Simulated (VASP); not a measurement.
Input of a VASP 6.6.1 run:

The input POSCAR:

```
CaS
1.0
    0.0000000000      2.8430011916      2.8430011916
    2.8430011916      0.0000000000      2.8430011916
    2.8430011916      2.8430011916      0.0000000000
Ca S
1 1
Direct
    0.5000000000      0.5000000000      0.5000000000
    0.0000000000      0.0000000000      0.0000000000
```

Contents of INCAR.step1:

```
PREC = Accurate
ENCUT = 440
EDIFF = 1E-5
ISMEAR = 0
SIGMA = 0.05
LREAL = F
LASPH = T
NELM = 120
ALGO = Normal
ISIF = 2
LWAVE = T
LCHARG = F
NBANDS = 15
GGA = PE
GGA_COMPAT = F
```

The input INCAR.step2:

```
PREC = Accurate
ENCUT = 440
EDIFF = 1E-6
ISMEAR = 0
SIGMA = 0.05
LREAL = F
LASPH = T
NELM = 120
ALGO = Normal
ISIF = 2
LWAVE = F
LCHARG = F
METAGGA = R2SCAN
LHFCALC = T
AEXX = 0.5
LMIXTAU = T
PRECFOCK = Normal
NBANDS = 15
ISTART = 1
GGA_COMPAT = F
```

File KPOINTS:

```
regular mesh
0
Gamma
  4 4 4
```

Potentials or basis: VASP PAW PBE potentials, release 64 (Ca_sv, S).

The run is started by

```sh
$ cat potpaw_PBE.64/Ca_sv/POTCAR potpaw_PBE.64/S/POTCAR > POTCAR
$ cp INCAR.step1 INCAR
$ mpirun -np 1 vasp_std > vasp.out
$ cp INCAR.step2 INCAR
$ mpirun -np 1 vasp_std > vasp.out
```

Predict the band gap on the k mesh.

6.04 eV (least direct gap 7.07 eV).

What does it give for the pressure?

0.2 GPa.

Caveat: the k points lie up to 0.48 Å⁻¹ apart; the PAW data sets were made with another functional, which shifts forces and pressure a little. A k mesh can miss the band edges.
